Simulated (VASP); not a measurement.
# MgC2 (P4_2/mnm) in VASP: a series of runs, part 2 of 2

VASP 6.6.1. Earlier steps stand in the parts before.

## Step 3: Relaxation of volume and atoms at fixed shape, LDA

This run uses another cell than the first one, of 12.97 Å³/atom.

Contents of INCAR:

```
SYSTEM = MgC2
PREC = Accurate
ENCUT = 600
EDIFF = 1E-6
ISMEAR = 1
SIGMA = 0.05
LREAL = .FALSE.
LASPH = .TRUE.
NELM = 80
ALGO = Normal
ISIF = 8
LWAVE = .FALSE.
LCHARG = .FALSE.
GGA = CA
IBRION = 2
NSW = 80
EDIFFG = -0.03
```

Contents of KPOINTS:

```
regular mesh
0
G
  5 5 4
  0 0 0
```

Contents of POSCAR:

```
MgC2
1.0
    3.9507770000      0.0000000000      0.0000000000
    0.0000000000      3.9507770000      0.0000000000
    0.0000000000      0.0000000000      4.9870890000
Mg C
2 4
Direct
    0.5000000000      0.5000000000      0.0000000000
    0.0000000000      0.0000000000      0.5000000000
    0.8876550000      0.8876550000      0.0000000000
    0.6123450000      0.3876550000      0.5000000000
    0.1123450000      0.1123450000      0.0000000000
    0.3876550000      0.6123450000      0.5000000000
```

Potentials or basis: VASP PAW LDA potentials, release 64 (Mg, C).

The run is started by

```console
cat potpaw_LDA.64/Mg/POTCAR potpaw_LDA.64/C/POTCAR > POTCAR
mpirun -np 1 vasp_std > vasp.out
```

OUTCAR:

```text
SYSTEM = MgC2
   PREC = Accurate
   ENCUT = 600
   EDIFF = 1E-6
   ISMEAR = 1
   LREAL = .FALSE.
   LASPH = .TRUE.
   NELM = 80
   ISIF = 8
   GGA = CA
   IBRION = 2
   NSW = 80
   EDIFFG = -0.03

 ion  position               nearest neighbor table
   1  0.500  0.500  0.000-   3 2.17   5 2.17   4 2.57   6 2.57   4 2.57   6 2.57   5 2.86   5 2.86
                             3 2.86   3 2.86
   2  0.000  0.000  0.500-   4 2.17   6 2.17   5 2.57   3 2.57   3 2.57   5 2.57   4 2.86   6 2.86
                             4 2.86   6 2.86
   3  0.888  0.888  0.000-   5 1.26   1 2.17   2 2.57   2 2.57   1 2.86   1 2.86
   4  0.612  0.388  0.500-   6 1.26   2 2.17   1 2.57   1 2.57   2 2.86   2 2.86
   5  0.112  0.112  0.000-   3 1.26   1 2.17   2 2.57   2 2.57   1 2.86   1 2.86
   6  0.388  0.612  0.500-   4 1.26   2 2.17   1 2.57   1 2.57   2 2.86   2 2.86

  LATTYP: Found a simple tetragonal cell.
 ALAT       =     3.9507770000
 C/A-ratio  =     1.2623058705

  Lattice vectors:

 A1 = (   3.9507770000,   0.0000000000,   0.0000000000)
 A2 = (   0.0000000000,   3.9507770000,   0.0000000000)
 A3 = (   0.0000000000,   0.0000000000,   4.9870890000)

Analysis of symmetry for initial positions (statically):
=====================================================================
 Subroutine PRICEL returns:
 Original cell was already a primitive cell.

 Routine SETGRP: Setting up the symmetry group for a
 simple tetragonal supercell.

 Subroutine GETGRP returns: Found 16 space group operations
 (whereof  8 operations were pure point group operations)
 out of a pool of 16 trial point group operations.

The static configuration has the point symmetry D_2h.
 The point group associated with its full space group is D_4h.

Analysis of symmetry for dynamics (positions and initial velocities):
=====================================================================
 Subroutine PRICEL returns:
 Original cell was already a primitive cell.

 Routine SETGRP: Setting up the symmetry group for a
 simple tetragonal supercell.

 Subroutine GETGRP returns: Found 16 space group operations
 (whereof  8 operations were pure point group operations)
 out of a pool of 16 trial point group operations.

The dynamic configuration has the point symmetry D_2h.
 The point group associated with its full space group is D_4h.

 Subroutine INISYM returns: Found 16 space group operations
 (whereof  8 operations are pure point group operations),
 and found     1 'primitive' translations

----------------------------------------------------------------------------------------

                                     Primitive cell

  volume of cell :      77.8417

  direct lattice vectors                    reciprocal lattice vectors
     3.950777000  0.000000000  0.000000000     0.253114767  0.000000000  0.000000000
     0.000000000  3.950777000  0.000000000     0.000000000  0.253114767  0.000000000
     0.000000000  0.000000000  4.987089000     0.000000000  0.000000000  0.200517777

  length of vectors
     3.950777000  3.950777000  4.987089000     0.253114767  0.253114767  0.200517777

  position of ions in fractional coordinates (direct lattice)
     0.500000000  0.500000000  0.000000000
     0.000000000  0.000000000  0.500000000
     0.887655000  0.887655000  0.000000000
     0.612345000  0.387655000  0.500000000
     0.112345000  0.112345000  0.000000000
     0.387655000  0.612345000  0.500000000

  ion indices of the primitive-cell ions
[... 62 lines left out ...]
 SYSTEM =  MgC2
   PREC   = accura    normal or accurate (medium, high low for compatibility)
   ISTART =      0    job   : 0-new  1-cont  2-samecut
   ICHARG =      2    charge: 1-file 2-atom 10-const
   ISPIN  =      1    spin polarized calculation?
   LNONCOLLINEAR =      F non collinear calculations
   LSORBIT =      F    spin-orbit coupling
   LASPH  =      T    aspherical Exc in radial PAW
   ENCUT  =  600.0 eV  44.10 Ry    6.64 a.u.   7.89  7.89  9.96*2*pi/ulx,y,z
   NELM   =     80;   NELMIN=  2; NELMDL= -5     # of ELM steps
   EDIFF  = 0.1E-05   stopping-criterion for ELM
   LREAL  =      F    real-space projection
   EDIFFG = -.3E-01   stopping-criterion for IOM
   NSW    =     80    number of steps for IOM
   IBRION =      2    ionic relax: 0-MD 1-quasi-New 2-CG
   NFREE  =      1    steps in history (QN), initial steepest desc. (CG)
   ISIF   =      8    stress and relaxation
   ISYM   =      2    0-nonsym 1-usesym 2-fastsym
   POTIM  = 0.5000    time-step for ionic-motion
   TEBEG  =    0.0;   TEEND  =   0.0 temperature during run
   PSTRESS=    0.0 pullay stress
   NELECT =      20.0000    total number of electrons
   NUPDOWN=      -1.0000    fix difference up-down
   EMIN   =  10.00;   EMAX   =-10.00  energy-range for DOS
   EFERMI =   0.00;   METHOD = LEGACY
   ISMEAR =     1;   SIGMA  =   0.05  broadening in eV -4-tet -1-fermi 0-gaus
   EFERMI_NEDOS =   21; number of points for ismear=-14 and -15
   IALGO  =     38    algorithm
   IMIX   =      4    mixing-type and parameters
     AMIX     =   0.40;   BMIX     =  1.00
     AMIX_MAG =   1.60;   BMIX_MAG =  1.00
  volume/ion in A,a.u.               =      12.97        87.55
  Fermi-wavevector in a.u.,A,eV,Ry     =   1.040752  1.966737 14.737364  1.083166
  Thomas-Fermi vector in A             =   2.175342
   LORBIT       =      0    0 simple, 1 ext, 2 COOP (PROOUT), +10 PAW based schemes
   GGA     = CA    functional components
   LHFCALC =     F    Hartree Fock is set to
   AEXX    =    0.0000 exact exchange contribution
   IVDW    =     0    specifies the selected vdW correction
   LEPSILON=     F    determine dielectric tensor
   LRPA    =     F    only Hartree local field effects (RPA)
 conjugate gradient relaxation of ions
 non-spin polarized calculation
 Methfessel and Paxton  Order N= 1 SIGMA  =   0.05
  energy-cutoff  :      600.00
  volume of cell :       77.84
 maximum number of plane-waves:      2611
 NGX is ok and might be reduce to    32
   NGX = 15   NGY = 15   NGZ = 19

--------------------------------------- Ionic step        1  -------------------------------------------

 number of electron      20.0000002 magnetization

 Free energy of the ion-electron system (eV)
  ---------------------------------------------------
  ext. energy  EPLUGINS =         0.00000000
  ---------------------------------------------------
  free energy    TOTEN  =       -41.10174341 eV

  energy without entropy =      -41.10186150  energy(sigma->0) =      -41.10178277

------------------------ aborting loop because EDIFF is reached ----------------------------------------

  FORCE on cell =-STRESS in cart. coord.  units (eV):
  Direction    XX          YY          ZZ          XY          YZ          ZX
  --------------------------------------------------------------------------------------
  -------------------------------------------------------------------------------------
  Total       -3.1914714     -3.1914714     -2.3653972      0.0000000      0.0000000      0.0000000
  in kB      -65.6885072    -65.6885072    -48.6858223      0.0000000      0.0000000      0.0000000
  external PRESSURE =     -60.0209456 kB  Pullay stress =       0.0000000 kB
[... 67 lines left out ...]
--------------------------------------- Ionic step        3  -------------------------------------------

 number of electron      20.0000002 magnetization

 E-fermi :   1.0728     XC(G=0):  -9.9438

 val. band max:        1.0307291121   @ k =   0.4000   0.4000   0.5000
 cond. band min:       3.5510640336   @ k =   0.0000   0.0000   0.0000
 fundamental gap:      2.5203349215
 Fermi energy:         1.0728185044

 k-point     1 :       0.0000    0.0000    0.0000
  band No.  band energies     occupation
      1     -11.8350      2.00000
      2     -10.9215      2.00000
      3      -2.5721      2.00000
      4      -2.0739      2.00000
      5      -1.7918      2.00000
      6      -1.7918      2.00000
      7      -0.3053      2.00000
      8       0.5022      2.00000
      9       0.6153      2.00000
     10       0.6153      2.00000
     11       3.5511      0.00000
     12       6.3211      0.00000
     13       6.6710      0.00000
     14       6.6710      0.00000
[... 486 lines left out ...]
--------------------------------------- Ionic step        8  -------------------------------------------

 number of electron      20.0000000 magnetization

 Free energy of the ion-electron system (eV)
  ---------------------------------------------------
  ext. energy  EPLUGINS =         0.00000000
  ---------------------------------------------------
  free energy    TOTEN  =       -41.19482457 eV

  energy without entropy =      -41.19494518  energy(sigma->0) =      -41.19486478

 E-fermi :   1.3915     XC(G=0): -10.1391

 val. band max:        1.3495266798   @ k =   0.4000   0.4000   0.5000
 cond. band min:       3.6293014562   @ k =   0.0000   0.0000   0.0000
 fundamental gap:      2.2797747764
 Fermi energy:         1.3914892129

 k-point     1 :       0.0000    0.0000    0.0000
  band No.  band energies     occupation
      1     -11.6531      2.00000
      2     -10.6186      2.00000
      3      -2.4320      2.00000
      4      -1.8224      2.00000
      5      -1.5633      2.00000
      6      -1.5633      2.00000
      7      -0.0911      2.00000
      8       0.8728      2.00000
      9       0.9757      2.00000
     10       0.9757      2.00000
     11       3.6293      0.00000
     12       6.4865      0.00000
     13       6.8720      0.00000
     14       6.8720      0.00000
[... 320 lines left out ...]
  FREE ENERGIE OF THE ION-ELECTRON SYSTEM (eV)
  ---------------------------------------------------
  free  energy   TOTEN  =       -41.1948245736 eV

  energy  without entropy=      -41.1949451815  energy(sigma->0) =      -41.19486478

 reached required accuracy - stopping structural energy minimisation
```

It took 2.1 min on 1 thread of Intel Xeon 8259CL, shared host; peak memory 0.18 GiB.

What came out:

| Item | Value |
| --- | --- |
| Free energy | -41.1948 eV |
| Relaxed volume | 12.15 Å³/atom |
| Relaxed cell | a = 3.865 Å, b = 3.865 Å, c = 4.879 Å, α = 90.00°, β = 90.00°, γ = 90.00° |
| Space group after relaxing (to 0.1 Å) | P4_2/mnm (No. 136) |
| Energy gained by relaxing | 15.5 meV/atom |
| Ionic steps | 8 |
| Pressure after relaxing | -0.1 GPa |
| Largest force after relaxing | 0.011 eV/Å |
| Band gap on the k mesh | 2.28 eV (least direct gap 2.65 eV) |

Forces in eV/Å, atoms in the order of the input:
```
Mg   0.000  0.000  0.000
Mg   0.000  0.000  0.000
C   -0.008 -0.008  0.000
C    0.008 -0.008  0.000
C    0.008  0.008  0.000
C   -0.008  0.008  0.000
```

The path:
```csv
step,energy change (eV),largest force (eV/Å),pressure (GPa),volume (Å³)
1,0.0000,0.3785,-6.00,77.84
2,0.1837,5.4032,7.92,72.49
3,-0.0363,1.0707,-2.46,76.22
4,-0.0921,0.0973,-0.49,73.28
5,-0.0931,0.0552,-0.12,72.84
6,-0.0931,0.0321,-0.18,72.90
7,-0.0930,0.0922,0.06,72.85
8,-0.0931,0.0111,-0.09,72.88
```

Final structure:
```yaml
crystal:
  lattice:
    - [3.86506, 0.00000, 0.00000]
    - [0.00000, 3.86506, 0.00000]
    - [0.00000, 0.00000, 4.87888]
  atoms:
    - { symbol: Mg, position: [0.50000, 0.50000, 0.00000] }
    - { symbol: Mg, position: [0.00000, 0.00000, 0.50000] }
    - { symbol: C, position: [0.88615, 0.88615, 0.00000] }
    - { symbol: C, position: [0.61385, 0.38615, 0.50000] }
    - { symbol: C, position: [0.11385, 0.11385, 0.00000] }
    - { symbol: C, position: [0.38615, 0.61385, 0.50000] }
```

Levels at points of the mesh, in eV from the valence-band top:
| k point | band 6 | band 7 | band 8 | band 9 | band 10 | band 11 | band 12 | band 13 | band 14 |
| --- | --- | --- | --- | --- | --- | --- | --- | --- | --- |
| (0.00, 0.00, 0.00) | -2.91 | -1.44 | -0.48 | -0.37 | -0.37 | 2.28 | 5.14 | 5.52 | 5.52 |
| (0.00, 0.00, 0.50) | -2.68 | -0.84 | -0.84 | -0.36 | -0.36 | 3.41 | 3.41 | 5.73 | 5.73 |

A k mesh can miss the band edges.
